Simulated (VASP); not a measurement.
# PbS (Fm-3m) in VASP: notebook

The runs below take PbS through single point, with PBE.

Program: VASP 6.6.1. These are calculated values, not measurements. Logs are shortened: lines on timing, memory, paths and dates and some standing lists are left out, and cuts for length are marked.

**1. The cell of the first run**

It takes space group Fm-3m (No. 225, cubic). Conventional cell: a = 5.752 Å, b = 5.752 Å, c = 5.752 Å, α = 90.00°, β = 90.00°, γ = 90.00°. Pb (site symmetry m-3m) has 6 S at 2.88 Å within 3.8 Å. S (site symmetry m-3m) has 6 Pb at 2.88 Å within 3.8 Å.

**2. Single point, PBE (strain -0.030 along x and y, -0.030 along z)**

The input, INCAR:

```
SYSTEM = PbS
PREC = Accurate
ENCUT = 520
EDIFF = 1E-7
ISMEAR = 0
SIGMA = 0.03
LREAL = .False.
LASPH = .True.
NELM = 80
ALGO = Normal
ISIF = 2
LWAVE = .False.
LCHARG = .False.
GGA = PE
NBANDS = 17
```

The input, KPOINTS:

```
regular mesh
0
Gamma
  10 10 10
  0 0 0
```

The input, POSCAR:

```
PbS
1.0
    0.0000000000      2.8760500000      2.8760500000
    2.8760500000      0.0000000000      2.8760500000
    2.8760500000      2.8760500000      0.0000000000
Pb S
1 1
Direct
    0.0000000000      0.0000000000      0.0000000000
    0.5000000000      0.5000000000      0.5000000000
```

Potentials or basis: VASP PAW PBE potentials, release 64 (Pb_d, S).

Launch:

```bash
> cat potpaw_PBE.64/Pb_d/POTCAR potpaw_PBE.64/S/POTCAR > POTCAR
> mpirun -np 1 vasp_std > vasp.out
```

OUTCAR:

```text
SYSTEM = PbS
   PREC = Accurate
   ENCUT = 520
   EDIFF = 1E-7
   ISMEAR = 0
   LREAL = .False.
   LASPH = .True.
   NELM = 80
   ISIF = 2
   GGA = PE

 ion  position               nearest neighbor table
   1  0.000  0.000  0.000-   2 2.88   2 2.88   2 2.88   2 2.88   2 2.88   2 2.88
   2  0.500  0.500  0.500-   1 2.88   1 2.88   1 2.88   1 2.88   1 2.88   1 2.88

  LATTYP: Found a face centered cubic cell.
 ALAT       =     5.7521000000

  Lattice vectors:

 A1 = (   0.0000000000,   2.8760500000,   2.8760500000)
 A2 = (   2.8760500000,   0.0000000000,   2.8760500000)
 A3 = (   2.8760500000,   2.8760500000,   0.0000000000)

Analysis of symmetry for initial positions (statically):
=====================================================================
 Subroutine PRICEL returns:
 Original cell was already a primitive cell.

 Routine SETGRP: Setting up the symmetry group for a
 face centered cubic supercell.

 Subroutine GETGRP returns: Found 48 space group operations
 (whereof 48 operations were pure point group operations)
 out of a pool of 48 trial point group operations.

The static configuration has the point symmetry O_h .

Analysis of symmetry for dynamics (positions and initial velocities):
=====================================================================
 Subroutine PRICEL returns:
 Original cell was already a primitive cell.

 Routine SETGRP: Setting up the symmetry group for a
 face centered cubic supercell.

 Subroutine GETGRP returns: Found 48 space group operations
 (whereof 48 operations were pure point group operations)
 out of a pool of 48 trial point group operations.

The dynamic configuration has the point symmetry O_h .

 Subroutine INISYM returns: Found 48 space group operations
 (whereof 48 operations are pure point group operations),
 and found     1 'primitive' translations

----------------------------------------------------------------------------------------

                                     Primitive cell

  volume of cell :      47.5794

  direct lattice vectors                    reciprocal lattice vectors
     0.000000000  2.876050000  2.876050000    -0.173849551  0.173849551  0.173849551
     2.876050000  0.000000000  2.876050000     0.173849551 -0.173849551  0.173849551
     2.876050000  2.876050000  0.000000000     0.173849551  0.173849551 -0.173849551

  length of vectors
     4.067348916  4.067348916  4.067348916     0.301116255  0.301116255  0.301116255

  position of ions in fractional coordinates (direct lattice)
     0.000000000  0.000000000  0.000000000
     0.500000000  0.500000000  0.500000000

  ion indices of the primitive-cell ions
   primitive index   ion index
                 1           1
                 2           2

----------------------------------------------------------------------------------------

 KPOINTS: regular mesh

Automatic generation of k-mesh.
 Grid dimensions read from file:
 generate k-points for:   10   10   10

 Generating k-lattice:

  Cartesian coordinates                     Fractional coordinates (reciprocal lattice)
    -0.017384955  0.017384955  0.017384955     0.100000000  0.000000000  0.000000000
     0.017384955 -0.017384955  0.017384955     0.000000000  0.100000000  0.000000000
     0.017384955  0.017384955 -0.017384955     0.000000000  0.000000000  0.100000000

  Length of vectors
     0.030111625  0.030111625  0.030111625

  Shift w.r.t. Gamma in fractional coordinates (k-lattice)
     0.000000000  0.000000000  0.000000000

 Subroutine IBZKPT returns following result:
 ===========================================

 Found     47 irreducible k-points:

 Following reciprocal coordinates:
            Coordinates               Weight
  0.000000  0.000000  0.000000      1.000000
  0.100000  0.000000  0.000000      8.000000
  0.200000  0.000000  0.000000      8.000000
  0.300000  0.000000  0.000000      8.000000
  0.400000  0.000000  0.000000      8.000000
  0.500000  0.000000  0.000000      4.000000
[... 16 lines left out ...]
  0.300000  0.300000  0.000000      6.000000
  0.400000  0.300000  0.000000     24.000000
 [... further k-points ...]
   k-points           NKPTS =     47   k-points in BZ     NKDIM =     47   number of bands    NBANDS=     17
   number of dos      NEDOS =    301   number of ions     NIONS =      2
   total plane-waves  NPLWV =  27000
   dimension x,y,z NGX =    30 NGY =   30 NGZ =   30
   dimension x,y,z NGXF=    60 NGYF=   60 NGZF=   60
   ions per type =               1   1
   NGX,Y,Z   is equivalent  to a cutoff of  12.26, 12.26, 12.26 a.u.
   NGXF,Y,Z  is equivalent  to a cutoff of  24.52, 24.52, 24.52 a.u.
 SYSTEM =  PbS
   PREC   = accura    normal or accurate (medium, high low for compatibility)
   ISTART =      0    job   : 0-new  1-cont  2-samecut
   ICHARG =      2    charge: 1-file 2-atom 10-const
   ISPIN  =      1    spin polarized calculation?
   LNONCOLLINEAR =      F non collinear calculations
   LSORBIT =      F    spin-orbit coupling
   LASPH  =      T    aspherical Exc in radial PAW
   ENCUT  =  520.0 eV  38.22 Ry    6.18 a.u.   7.56  7.56  7.56*2*pi/ulx,y,z
   NELM   =     80;   NELMIN=  2; NELMDL= -5     # of ELM steps
   EDIFF  = 0.1E-06   stopping-criterion for ELM
   LREAL  =      F    real-space projection
   EDIFFG = 0.1E-05   stopping-criterion for IOM
   NSW    =      0    number of steps for IOM
   IBRION =     -1    ionic relax: 0-MD 1-quasi-New 2-CG
   NFREE  =      0    steps in history (QN), initial steepest desc. (CG)
   ISIF   =      2    stress and relaxation
   ISYM   =      2    0-nonsym 1-usesym 2-fastsym
   POTIM  = 0.5000    time-step for ionic-motion
   TEBEG  =    0.0;   TEEND  =   0.0 temperature during run
   PSTRESS=    0.0 pullay stress
   NELECT =      20.0000    total number of electrons
   NUPDOWN=      -1.0000    fix difference up-down
   EMIN   =  10.00;   EMAX   =-10.00  energy-range for DOS
   EFERMI =   0.00;   METHOD = LEGACY
   ISMEAR =     0;   SIGMA  =   0.03  broadening in eV -4-tet -1-fermi 0-gaus
   EFERMI_NEDOS =   21; number of points for ismear=-14 and -15
   IALGO  =     38    algorithm
   IMIX   =      4    mixing-type and parameters
     AMIX     =   0.40;   BMIX     =  1.00
     AMIX_MAG =   1.60;   BMIX_MAG =  1.00
  volume/ion in A,a.u.               =      23.79       160.54
  Fermi-wavevector in a.u.,A,eV,Ry     =   1.226342  2.317451 20.462014  1.503916
  Thomas-Fermi vector in A             =   2.361347
   LORBIT       =      0    0 simple, 1 ext, 2 COOP (PROOUT), +10 PAW based schemes
   GGA     = PE    functional components
   LHFCALC =     F    Hartree Fock is set to
   AEXX    =    0.0000 exact exchange contribution
   IVDW    =     0    specifies the selected vdW correction
   LEPSILON=     F    determine dielectric tensor
   LRPA    =     F    only Hartree local field effects (RPA)
 non-spin polarized calculation
 Gauss-broadening in eV      SIGMA  =   0.03
  energy-cutoff  :      520.00
  volume of cell :       47.58
 maximum number of plane-waves:      1307
   NGX = 15   NGY = 15   NGZ = 15

 number of electron      19.9999997 magnetization

 Free energy of the ion-electron system (eV)
  ---------------------------------------------------
  ext. energy  EPLUGINS =         0.00000000
  ---------------------------------------------------
  free energy    TOTEN  =        -8.59979791 eV

  energy without entropy =       -8.59968271  energy(sigma->0) =       -8.59974031

 E-fermi :   7.2167     XC(G=0): -10.1248

 val. band max:        7.2046007490   @ k =   0.5000   0.0000   0.0000
 cond. band min:       7.2287193302   @ k =   0.5000   0.0000   0.0000
 fundamental gap:      0.0241185812
 Fermi energy:         7.2166600397

 k-point     1 :       0.0000    0.0000    0.0000
  band No.  band energies     occupation
      1      -9.9119      2.00000
      2      -9.9119      2.00000
      3      -9.9119      2.00000
      4      -9.8984      2.00000
      5      -9.8984      2.00000
      6      -7.3893      2.00000
[... 9 lines left out ...]
     16      13.5712      0.00000
     17      15.4512      0.00000

 k-point     2 :       0.1000    0.0000    0.0000
  band No.  band energies     occupation
      1      -9.9115      2.00000
      2      -9.9096      2.00000
      3      -9.9096      2.00000
      4      -9.8991      2.00000
      5      -9.8991      2.00000
      6      -7.2906      2.00000
[... 9 lines left out ...]
     16      13.8665      0.00000
     17      16.3954      0.00000

 k-point     3 :       0.2000    0.0000    0.0000
  band No.  band energies     occupation
      1      -9.9177      2.00000
      2      -9.9177      2.00000
      3      -9.9108      2.00000
      4      -9.8864      2.00000
      5      -9.8864      2.00000
      6      -7.0056      2.00000
[... 9 lines left out ...]
     16      14.4649      0.00000
     17      18.2086      0.00000

 k-point     4 :       0.3000    0.0000    0.0000
  band No.  band energies     occupation
      1      -9.9315      2.00000
      2      -9.9315      2.00000
      3      -9.9107      2.00000
      4      -9.8668      2.00000
      5      -9.8668      2.00000
      6      -6.5778      2.00000
[... 9 lines left out ...]
     16      15.3374      0.00000
     17      20.0021      0.00000

 k-point     5 :       0.4000    0.0000    0.0000
  band No.  band energies     occupation
      1      -9.9429      2.00000
      2      -9.9429      2.00000
      3      -9.9111      2.00000
      4      -9.8506      2.00000
      5      -9.8506      2.00000
      6      -6.1250      2.00000
[... 9 lines left out ...]
     16      16.3837      0.00000
     17      18.8938      0.00000

 k-point     6 :       0.5000    0.0000    0.0000
  band No.  band energies     occupation
      1      -9.9473      2.00000
      2      -9.9473      2.00000
      3      -9.9113      2.00000
      4      -9.8443      2.00000
      5      -9.8443      2.00000
      6      -5.9058      2.00000
[... 9 lines left out ...]
     16      17.0387      0.00000
     17      17.8424      0.00000

 k-point     7 :       0.1000    0.1000    0.0000
  band No.  band energies     occupation
      1      -9.9155      2.00000
      2      -9.9105      2.00000
      3      -9.9041      2.00000
      4      -9.9041      2.00000
      5      -9.8949      2.00000
      6      -7.2556      2.00000
[... 9 lines left out ...]
     16      14.5537      0.00000
     17      16.2926      0.00000

 k-point     8 :       0.2000    0.1000    0.0000
  band No.  band energies     occupation
      1      -9.9273      2.00000
      2      -9.9162      2.00000
      3      -9.9048      2.00000
      4      -9.8938      2.00000
      5      -9.8834      2.00000
      6      -7.0273      2.00000
[... 9 lines left out ...]
     16      15.1500      0.00000
     17      17.2663      0.00000
[... 203 lines left out ...]
      1     -10.0121      2.00000
      2      -9.9158      2.00000
      3      -9.9076      2.00000
      4      -9.8641      2.00000
      5      -9.8401      2.00000
      6      -5.7140      2.00000
[... 9 lines left out ...]
     16      17.5606      0.00000
     17      18.2042      0.00000

 k-point    20 :      -0.4000    0.2000    0.0000
  band No.  band energies     occupation
      1      -9.9988      2.00000
      2      -9.9246      2.00000
      3      -9.8966      2.00000
      4      -9.8673      2.00000
      5      -9.8475      2.00000
      6      -5.6594      2.00000
[... 9 lines left out ...]
     16      16.5137      0.00000
     17      19.0203      0.00000

 k-point    21 :      -0.3000    0.2000    0.0000
  band No.  band energies     occupation
      1      -9.9735      2.00000
      2      -9.9279      2.00000
      3      -9.8963      2.00000
      4      -9.8676      2.00000
      5      -9.8635      2.00000
      6      -5.9687      2.00000
[... 9 lines left out ...]
     16      17.1217      0.00000
     17      18.4321      0.00000

 k-point    22 :      -0.2000    0.2000    0.0000
  band No.  band energies     occupation
      1      -9.9450      2.00000
      2      -9.9263      2.00000
      3      -9.9041      2.00000
      4      -9.8798      2.00000
      5      -9.8670      2.00000
      6      -6.4105      2.00000
[... 9 lines left out ...]
     16      17.0707      0.00000
     17      17.4104      0.00000

 k-point    23 :       0.3000    0.3000    0.0000
  band No.  band energies     occupation
      1     -10.0379      2.00000
      2      -9.9366      2.00000
      3      -9.8746      2.00000
      4      -9.8564      2.00000
      5      -9.8564      2.00000
      6      -6.2270      2.00000
[... 9 lines left out ...]
     16      18.0693      0.00000
     17      18.0734      0.00000

 k-point    24 :       0.4000    0.3000    0.0000
  band No.  band energies     occupation
      1     -10.0708      2.00000
      2      -9.9369      2.00000
      3      -9.8779      2.00000
      4      -9.8474      2.00000
      5      -9.8414      2.00000
      6      -5.8554      2.00000
[... 9 lines left out ...]
     16      18.3201      0.00000
     17      18.8126      0.00000

 [... further k-points ...]

------------------------ aborting loop because EDIFF is reached ----------------------------------------

  FORCE on cell =-STRESS in cart. coord.  units (eV):
  Direction    XX          YY          ZZ          XY          YZ          ZX
  --------------------------------------------------------------------------------------
  -------------------------------------------------------------------------------------
  Total        2.6745457      2.6745457      2.6745457     -0.0000000     -0.0000000     -0.0000000
  in kB       90.0619438     90.0619438     90.0619438     -0.0000000     -0.0000000     -0.0000000
  external PRESSURE =      90.0619438 kB  Pullay stress =       0.0000000 kB

 VOLUME and BASIS-vectors are now :
 -----------------------------------------------------------------------------
  energy-cutoff  :      520.00
  volume of cell :       47.58
      direct lattice vectors                 reciprocal lattice vectors
     0.000000000  2.876050000  2.876050000    -0.173849551  0.173849551  0.173849551
     2.876050000  0.000000000  2.876050000     0.173849551 -0.173849551  0.173849551
     2.876050000  2.876050000  0.000000000     0.173849551  0.173849551 -0.173849551

 POSITION                                       TOTAL-FORCE (eV/Angst)
 -----------------------------------------------------------------------------------
      0.00000      0.00000      0.00000         0.000000      0.000000      0.000000
      2.87605      2.87605      2.87605        -0.000000      0.000000     -0.000000
 -----------------------------------------------------------------------------------
    total drift:                               -0.000000      0.000000      0.000000

  FREE ENERGIE OF THE ION-ELECTRON SYSTEM (eV)
  ---------------------------------------------------
  free  energy   TOTEN  =        -8.5997979099 eV

  energy  without entropy=       -8.5996827077  energy(sigma->0) =       -8.59974031
```

Run time: 34 s. Hardware: 1 thread of Intel Xeon 8259CL, shared host; peak memory 0.19 GiB.

What came out:

```
Free energy            : -8.5998 eV
Pressure               : 9.0 GPa
Band gap on the k mesh : 0.02 eV
```

Levels at points of the mesh, in eV from the valence-band top:
```tsv
k point	band 7	band 8	band 9	band 10	band 11	band 12	band 13	band 14
(0.00, 0.00, 0.00)	-5.96	-2.77	-2.77	-2.77	5.38	5.38	5.38	6.37
(0.50, 0.00, 0.00)	-9.55	-2.29	-2.29	0.00	0.02	1.63	1.63	8.66
(0.50, 0.50, 0.00)	-7.47	-6.14	-4.19	-4.19	3.33	5.78	5.94	5.94
```

Caveat: the cell differs from its parent crystal (strain -0.030 along x and y, -0.030 along z); the cell stands under pressure; spin-orbit coupling is left out, which moves the levels of the heavy elements. A k mesh can miss the band edges.

**3. Single point, PBE (strain -0.015 along x and y, -0.015 along z)**

The input, INCAR:

```
SYSTEM = PbS
PREC = Accurate
ENCUT = 520
EDIFF = 1E-7
ISMEAR = 0
SIGMA = 0.03
LREAL = .FALSE.
LASPH = .TRUE.
NELM = 60
ALGO = Normal
ISIF = 2
LWAVE = .FALSE.
LCHARG = .FALSE.
GGA = PE
NBANDS = 17
```

The input, KPOINTS:

```
Automatic mesh
0
G
  10 10 10
  0 0 0
```

The input, POSCAR:

```
PbS
1.0
    0.0000000000      2.9205250000      2.9205250000
    2.9205250000      0.0000000000      2.9205250000
    2.9205250000      2.9205250000      0.0000000000
Pb S
1 1
Direct
    0.0000000000      0.0000000000      0.0000000000
    0.5000000000      0.5000000000      0.5000000000
```

Potentials or basis: VASP PAW PBE potentials, release 64 (Pb_d, S).

Launch:

```bash
> cat potpaw_PBE.64/Pb_d/POTCAR potpaw_PBE.64/S/POTCAR > POTCAR
> mpirun -np 1 vasp_std > vasp.out
```

Wall time 29 s (1 thread of Intel Xeon 8259CL, shared host); peak memory 0.19 GiB.

The run converged. Its results:

| Item | Value |
| --- | --- |
| Free energy | -8.7005 eV |
| Pressure | 5.3 GPa |
| Band gap on the k mesh | 0.18 eV |

Levels at points of the mesh, in eV from the valence-band top:
| k point | band 6 | band 7 | band 8 | band 9 | band 10 | band 11 | band 12 | band 13 | band 14 | band 15 |
| --- | --- | --- | --- | --- | --- | --- | --- | --- | --- | --- |
| (0.00, 0.00, 0.00) | -14.09 | -6.01 | -2.47 | -2.47 | -2.47 | 5.29 | 5.29 | 5.29 | 6.55 | 6.55 |
| (0.50, 0.00, 0.00) | -12.73 | -9.19 | -2.04 | -2.04 | 0.00 | 0.18 | 1.79 | 1.79 | 8.66 | 9.98 |
| (0.50, 0.50, 0.00) | -12.21 | -7.33 | -5.67 | -3.81 | -3.81 | 3.59 | 5.67 | 5.80 | 5.80 | 11.15 |

Caveat: the cell differs from its parent crystal (strain -0.015 along x and y, -0.015 along z); the cell stands under pressure; spin-orbit coupling is left out, which moves the levels of the heavy elements. A k mesh can miss the band edges.

(Part 1 of 2 ends here.)
